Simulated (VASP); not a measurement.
# ZnRe (P-6m2) in VASP: notebook, part 2 of 2

VASP 6.6.1.

### 3 Single point, PBE

This run uses another cell than the first one, of 14.70 Å³/atom, 0.980 times its volume.

The input, INCAR:

```
  PREC = Accurate
  ENCUT = 500
  EDIFF = 1E-6
  ISMEAR = -1
  SIGMA = 0.05
  LREAL = F
  LASPH = T
  NELM = 120
  ALGO = Normal
  ISIF = 2
  LWAVE = F
  LCHARG = F
  GGA = PE
  NBANDS = 20
  GGA_COMPAT = F
```

The input, KPOINTS:

```
Automatic mesh
0
Gamma
  9 9 5
```

The input, POSCAR:

```
ZnRe
1.0
    2.7482183437      0.0000000000      0.0000000000
   -1.3741091718      2.3800269008      0.0000000000
    0.0000000000      0.0000000000      4.4940660000
Re Zn
1 1
Direct
    0.3333333333      0.6666666667      0.5000000000
    0.0000000000      0.0000000000      0.0000000000
```

Potentials or basis: VASP PAW PBE potentials, release 64 (Re_sv_GW, Zn).

The run is started by

```console
> cat potpaw_PBE.64/Re_sv_GW/POTCAR potpaw_PBE.64/Zn/POTCAR > POTCAR
> mpirun -np 1 vasp_std > vasp.out
```

OUTCAR:

```text
PREC = Accurate
   ENCUT = 500
   EDIFF = 1E-6
   ISMEAR = -1
   LREAL = F
   LASPH = T
   NELM = 120
   ISIF = 2
   GGA = PE

 ion  position               nearest neighbor table
   1  0.333  0.667  0.500-   2 2.75   2 2.75   2 2.75   2 2.75   2 2.75   2 2.75
   2  0.000  0.000  0.000-   1 2.75   1 2.75   1 2.75   1 2.75   1 2.75   1 2.75

  LATTYP: Found a hexagonal cell.
 ALAT       =     2.7482183437
 C/A-ratio  =     1.6352652657

  Lattice vectors:

 A1 = (   2.7482183437,   0.0000000000,   0.0000000000)
 A2 = (  -1.3741091718,   2.3800269008,   0.0000000000)
 A3 = (   0.0000000000,   0.0000000000,   4.4940660000)

Analysis of symmetry for initial positions (statically):
=====================================================================
 Subroutine PRICEL returns:
 Original cell was already a primitive cell.

 Routine SETGRP: Setting up the symmetry group for a
 hexagonal supercell.

 Subroutine GETGRP returns: Found 12 space group operations
 (whereof 12 operations were pure point group operations)
 out of a pool of 24 trial point group operations.

[... 158 lines left out ...]
  free energy    TOTEN  =       -14.65869537 eV

  energy without entropy =      -14.64218753  energy(sigma->0) =      -14.65044145

 E-fermi :   8.1826     XC(G=0): -13.0381

 val. band max:        8.0397910290   @ k =   0.4444   0.1111   0.2000
 cond. band min:       8.1852819715   @ k =   0.3333   0.0000   0.4000
 fundamental gap:      0.1454909425
 Fermi energy:         8.1826146765

 k-point     1 :       0.0000    0.0000    0.0000
  band No.  band energies     occupation
      1     -72.0712      2.00000
      2     -33.9938      2.00000
      3     -33.3799      2.00000
      4     -33.3799      2.00000
      5      -2.1260      2.00000
      6       0.2193      2.00000
[... 541 lines left out ...]
     19      18.3534      0.00000
     20      19.3224      0.00000

 [... further k-points ...]

------------------------ aborting loop because EDIFF is reached ----------------------------------------

  FORCE on cell =-STRESS in cart. coord.  units (eV):
  Direction    XX          YY          ZZ          XY          YZ          ZX
  --------------------------------------------------------------------------------------
  -------------------------------------------------------------------------------------
  Total       -0.3073868     -0.3073868     -0.5451056     -0.0000000     -0.0000000     -0.0000000
  in kB      -16.7541849    -16.7541849    -29.7110963     -0.0000000     -0.0000000     -0.0000000
  external PRESSURE =     -21.0731554 kB  Pullay stress =       0.0000000 kB

 VOLUME and BASIS-vectors are now :
 -----------------------------------------------------------------------------
  energy-cutoff  :      500.00
  volume of cell :       29.39
      direct lattice vectors                 reciprocal lattice vectors
     2.748218344  0.000000000  0.000000000     0.363872107  0.210081659  0.000000000
    -1.374109172  2.380026901  0.000000000     0.000000000  0.420163318  0.000000000
     0.000000000  0.000000000  4.494066000     0.000000000  0.000000000  0.222515646

 POSITION                                       TOTAL-FORCE (eV/Angst)
 -----------------------------------------------------------------------------------
     -0.00000      1.58668      2.24703        -0.000000      0.000000      0.000000
      0.00000      0.00000      0.00000         0.000000      0.000000      0.000000
 -----------------------------------------------------------------------------------
    total drift:                                0.000001     -0.000000     -0.000000

  FREE ENERGIE OF THE ION-ELECTRON SYSTEM (eV)
  ---------------------------------------------------
  free  energy   TOTEN  =       -14.6586953726 eV

  energy  without entropy=      -14.6421875294  energy(sigma->0) =      -14.65044145
```

OSZICAR:

```text
N       E                     dE             d eps       ncg     rms          rms(c)
DAV:   1     0.292348828661E+03    0.29235E+03   -0.15301E+04  1520   0.184E+03
DAV:   2     0.448821960995E+01   -0.28786E+03   -0.27816E+03  1600   0.458E+02
DAV:   3    -0.156914885453E+02   -0.20180E+02   -0.19850E+02  1684   0.123E+02
DAV:   4    -0.160671304652E+02   -0.37564E+00   -0.37494E+00  1644   0.160E+01
DAV:   5    -0.160752110264E+02   -0.80806E-02   -0.80803E-02  1652   0.192E+00    0.108E+02
DAV:   6    -0.148011903597E+02    0.12740E+01   -0.36509E+00  1596   0.144E+01    0.674E+01
DAV:   7    -0.147501882963E+02    0.51002E-01   -0.13267E+00  1816   0.209E+01    0.144E+01
DAV:   8    -0.146625074737E+02    0.87681E-01   -0.46114E-01  1716   0.125E+01    0.341E+00
DAV:   9    -0.146589802699E+02    0.35272E-02   -0.26745E-02  1928   0.221E+00    0.259E+00
DAV:  10    -0.146589495004E+02    0.30770E-04   -0.25213E-03  1648   0.475E-01    0.382E-01
DAV:  11    -0.146586921647E+02    0.25734E-03   -0.72459E-04  1712   0.284E-01    0.930E-02
DAV:  12    -0.146586952221E+02   -0.30575E-05   -0.37304E-05  1620   0.781E-02    0.155E-01
DAV:  13    -0.146586953726E+02   -0.15052E-06   -0.27356E-06  1108   0.271E-02
   1 F= -.14658695E+02 E0= -.14650441E+02  d E =-.165078E-01
```

It took 11 s on 1 thread of Intel Xeon 6975P-C (Granite Rapids), shared host; peak memory 0.15 GiB.

What came out:

```
Free energy : -14.6587 eV
Pressure    : -2.1 GPa
```

Stress tensor (GPa, compression positive):
```
-1.68  0.00  0.00
 0.00 -1.68  0.00
 0.00  0.00 -2.97
```

Levels at points of the mesh, in eV from the Fermi level:
```csv
k point,band 9,band 10,band 11,band 12,band 13,band 14,band 15,band 16,band 17,band 18
"(0.00, 0.00, 0.00)",-6.95,-6.95,-5.08,-1.59,-1.34,-1.34,1.67,1.67,4.72,13.91
```

Caveat: spin-orbit coupling is left out, which moves the levels of the heavy elements.
